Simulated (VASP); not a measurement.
# SrO (Cm) in VASP: notebook, part 2 of 2

VASP 6.6.1. The steps go on from the part before.

## Step 3: Single point, PBEsol (atom 1 (Sr) moved by (-0.225, -0.450) A along y and z)

INCAR reads:

```
SYSTEM = SrO
PREC = Accurate
ENCUT = 520
EDIFF = 1E-7
ISMEAR = 0
SIGMA = 0.05
LREAL = .False.
LASPH = .True.
NELM = 60
ALGO = Normal
ISIF = 2
LWAVE = .False.
LCHARG = .False.
GGA = PS
NBANDS = 24
```

KPOINTS reads:

```
regular mesh
0
Gamma
  9 9 4
  0 0 0
```

POSCAR reads:

```
SrO
1.0
    3.5532880902      0.0000000000      0.0000000000
   -1.7766440451      3.0772377531      0.0000000000
    0.0000000000      0.0000000000      6.2173039800
Sr O
2 2
Direct
    0.2967745722      0.5935491444      0.1776213611
    0.6666666667      0.3333333333      0.7500000000
    0.0000000000      0.0000000000      0.0000000000
    0.0000000000      0.0000000000      0.5000000000
```

Potentials or basis: VASP PAW PBE potentials, release 64 (Sr_sv, O).

Command:

```
$ cat potpaw_PBE.64/Sr_sv/POTCAR potpaw_PBE.64/O/POTCAR > POTCAR
$ mpirun -np 1 vasp_std > vasp.out
```

OUTCAR:

```text
SYSTEM = SrO
   PREC = Accurate
   ENCUT = 520
   EDIFF = 1E-7
   ISMEAR = 0
   LREAL = .False.
   LASPH = .True.
   NELM = 60
   ISIF = 2
   GGA = PS

 ion  position               nearest neighbor table
   1  0.297  0.594  0.178-   3 2.13   3 2.44   3 2.44   4 2.71   4 2.96   4 2.96   2 3.30   2 3.30
                             2 3.50   2 4.06   2 4.06   2 4.22   2 4.70   2 4.99   2 4.99
   2  0.667  0.333  0.750-   3 2.57   4 2.57   3 2.57   4 2.57   3 2.57   4 2.57   1 3.30   1 3.30
                             1 3.50   1 4.06   1 4.06   1 4.22   1 4.70   1 4.99   1 4.99
   3  0.000  0.000  0.000-   1 2.13   1 2.44   1 2.44   2 2.57   2 2.57   2 2.57
   4  0.000  0.000  0.500-   2 2.57   2 2.57   2 2.57   1 2.71   1 2.96   1 2.96

  LATTYP: Found a hexagonal cell.
 ALAT       =     3.5532880902
 C/A-ratio  =     1.7497325919

  Lattice vectors:

 A1 = (   3.5532880902,   0.0000000000,   0.0000000000)
 A2 = (  -1.7766440451,   3.0772377531,   0.0000000000)
 A3 = (   0.0000000000,   0.0000000000,   6.2173039800)

Analysis of symmetry for initial positions (statically):
=====================================================================
 Subroutine PRICEL returns:
 Original cell was already a primitive cell.

 Routine SETGRP: Setting up the symmetry group for a
 hexagonal supercell.

 Subroutine GETGRP returns: Found  2 space group operations
 (whereof  2 operations were pure point group operations)
 out of a pool of 24 trial point group operations.

The static configuration has the point symmetry C_1h.

Analysis of symmetry for dynamics (positions and initial velocities):
=====================================================================
 Subroutine PRICEL returns:
 Original cell was already a primitive cell.

 Routine SETGRP: Setting up the symmetry group for a
 hexagonal supercell.

 Subroutine GETGRP returns: Found  2 space group operations
 (whereof  2 operations were pure point group operations)
 out of a pool of 24 trial point group operations.

The dynamic configuration has the point symmetry C_1h.

 Subroutine INISYM returns: Found  2 space group operations
[... 122 lines left out ...]
  volume/ion in A,a.u.               =      17.00       114.69
  Fermi-wavevector in a.u.,A,eV,Ry     =   1.273484  2.406537 22.065419  1.621763
  Thomas-Fermi vector in A             =   2.406305
   LORBIT       =      0    0 simple, 1 ext, 2 COOP (PROOUT), +10 PAW based schemes
   GGA     = PS    functional components
   LHFCALC =     F    Hartree Fock is set to
   AEXX    =    0.0000 exact exchange contribution
   IVDW    =     0    specifies the selected vdW correction
   LEPSILON=     F    determine dielectric tensor
   LRPA    =     F    only Hartree local field effects (RPA)
 non-spin polarized calculation
 Gauss-broadening in eV      SIGMA  =   0.05
  energy-cutoff  :      520.00
  volume of cell :       67.98
 maximum number of plane-waves:      1853
   NGX = 13   NGY = 13   NGZ = 23

 number of electron      32.0000014 magnetization

 Free energy of the ion-electron system (eV)
  ---------------------------------------------------
  ext. energy  EPLUGINS =         0.00000000
  ---------------------------------------------------
  free energy    TOTEN  =       -23.77568004 eV

  energy without entropy =      -23.77568004  energy(sigma->0) =      -23.77568004

 E-fermi :   2.6040     XC(G=0): -10.2282

 val. band max:        2.3305401268   @ k =   0.0000   0.0000   0.0000
 cond. band min:       4.6352537324   @ k =   0.0000   0.4444   0.0000
 fundamental gap:      2.3047136056
 Fermi energy:         2.6039941985

 k-point     1 :       0.0000    0.0000    0.0000
  band No.  band energies     occupation
      1     -31.0354      2.00000
      2     -30.8248      2.00000
      3     -15.7807      2.00000
      4     -13.3797      2.00000
      5     -12.7741      2.00000
      6     -12.6507      2.00000
[... 637 lines left out ...]
     23      10.9596      0.00000
     24      11.5362      0.00000

 [... further k-points ...]

------------------------ aborting loop because EDIFF is reached ----------------------------------------

  FORCE on cell =-STRESS in cart. coord.  units (eV):
  Direction    XX          YY          ZZ          XY          YZ          ZX
  --------------------------------------------------------------------------------------
  -------------------------------------------------------------------------------------
  Total        1.3842629      3.4804697      0.3683697      0.0000000      2.2286715      0.0000000
  in kB       32.6238776     82.0266291      8.6816220      0.0000000     52.5246378      0.0000000
  external PRESSURE =      41.1107096 kB  Pullay stress =       0.0000000 kB

 VOLUME and BASIS-vectors are now :
 -----------------------------------------------------------------------------
  energy-cutoff  :      520.00
  volume of cell :       67.98
      direct lattice vectors                 reciprocal lattice vectors
     3.553288090  0.000000000  0.000000000     0.281429475  0.162483383  0.000000000
    -1.776644045  3.077237753  0.000000000     0.000000000  0.324966766  0.000000000
     0.000000000  0.000000000  6.217303980     0.000000000  0.000000000  0.160841420

 POSITION                                       TOTAL-FORCE (eV/Angst)
 -----------------------------------------------------------------------------------
      0.00000      1.82649      1.10433         0.000000      1.981745      4.670439
      1.77664      1.02575      4.66298        -0.000000     -0.121203     -3.341937
      0.00000      0.00000      0.00000        -0.000000     -1.853760     -1.614703
      0.00000      0.00000      3.10865        -0.000000     -0.006782      0.286201
 -----------------------------------------------------------------------------------
    total drift:                                0.000000      0.000013     -0.000014

  FREE ENERGIE OF THE ION-ELECTRON SYSTEM (eV)
  ---------------------------------------------------
  free  energy   TOTEN  =       -23.7756800432 eV

  energy  without entropy=      -23.7756800432  energy(sigma->0) =      -23.77568004
```

Run time: 2.6 min. Hardware: 1 thread of Intel Xeon 8259CL, shared host; peak memory 0.28 GiB.

What came out:

- Free energy: -23.7757 eV
- Pressure: 4.1 GPa
- Largest force: 5.073 eV/Å
- Band gap on the k mesh: 2.30 eV (least direct gap 2.45 eV)

Forces in eV/Å, atoms in the order of the input:
```
Sr   0.000  1.982  4.670
Sr   0.000 -0.121 -3.342
O    0.000 -1.854 -1.615
O    0.000 -0.007  0.286
```

Levels at points of the mesh, in eV from the valence-band top:
```
           k point  band 13  band 14  band 15  band 16  band 17  band 18  band 19  band 20
(0.00, 0.00, 0.00)    -2.72    -0.32    -0.07     0.00     2.50     4.11     5.36     5.61
(0.00, 0.00, 0.50)    -2.73    -1.18    -0.12    -0.06     3.86     4.10     5.61     5.93
```

Caveat: the cell differs from its parent crystal (atom 1 (Sr) moved by (-0.225, -0.450) A along y and z); the cell stands under pressure; the PAW data sets were made with another functional, which shifts forces and pressure a little; an odd mesh through Γ misses points on the zone boundary, where band edges can lie.
